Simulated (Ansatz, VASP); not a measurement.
One calculation of KI, two programs

```
CELL_PARAMETERS angstrom
4.99610 0.00000 0.00000
-2.49805 4.32675 0.00000
0.00000 0.00000 12.23789
ATOMIC_POSITIONS crystal
K 0.00000 0.00000 0.00000
K 0.33333 0.66667 0.33333
K 0.66667 0.33333 0.66667
I 0.66667 0.33333 0.16667
I 0.00000 0.00000 0.50000
I 0.33333 0.66667 0.83333
```

Alike in both runs: task relaxation of cell and atoms; functional PBE; k mesh 6 × 6 × 2; occupations gaussian, width 0.02 eV; no spin polarisation.

|  | VASP | Ansatz |
| --- | --- | --- |
| version | VASP 6.6.1 | Ansatz 0.2.0 |
| potentials or method | VASP PAW PBE potentials, release 64 (K_sv, I), cutoff 600 eV | scalar-relativistic, plane waves, PAW |
| valence electrons in the cell | 48 | 78 |

VASP gave:

```
gap on the k mesh at the Fermi level, each at its own relaxed structure (eV) : 3.84
relaxed volume (Å³/atom)                                                     : 46.47
relaxed cell length with the largest relative difference (Å)                 : 12.454
```

Estimate Ansatz's values.

gap on the k mesh at the Fermi level, each at its own relaxed structure (eV): 3.86; relaxed volume (Å³/atom): 46.21; relaxed cell length with the largest relative difference (Å): 12.431.

VASP's potentials hold 48 valence electrons a cell and Ansatz's 78, so a difference there can come from the potentials and not from the codes.

Spin-orbit coupling is off throughout.
